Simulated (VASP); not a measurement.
A run of VASP 6.6.1 is set up as follows.

File INCAR:

```
  PREC = Accurate
  ENCUT = 520
  EDIFF = 1E-7
  ISMEAR = 0
  SIGMA = 0.05
  LREAL = F
  LASPH = T
  NELM = 60
  ALGO = Normal
  ISIF = 2
  LWAVE = F
  LCHARG = T
  GGA = PE
  LELF = T
  LVHAR = T
  NBANDS = 11
```

Contents of KPOINTS:

```
regular mesh
0
Gamma
  8 8 8
```

Contents of POSCAR:

```
Si
1.0
    0.0000000000      3.0835785719      2.6391603742
    2.4819047042      0.0000000000      2.6391603742
    2.4819047042      3.0835785719      0.0000000000
Si
2
Direct
    0.5000000000      0.5000000000      0.5000000000
    0.7500000000      0.7500000000      0.7500000000
```

Potentials or basis: VASP PAW PBE potentials, release 64 (Si).

The run is started by

```sh
$ cat potpaw_PBE.64/Si/POTCAR > POTCAR
$ mpirun -np 1 vasp_std > vasp.out
```

Task: Predict the pressure.

Result: -0.3 GPa.

Task: Predict the band gap on the k mesh.

Result: Zero (band 4 reaches 6.47 eV, above the bottom of band 5 at 5.63 eV).

Stress tensor (GPa, compression positive):
```
  7.23   0.00   0.00
  0.00 -14.39   0.00
  0.00   0.00   6.40
```

Caveat: the cell differs from its parent crystal (strain +e along x and -e along y -0.1100, strain +e along z and -e/2 along x and y -0.0350).
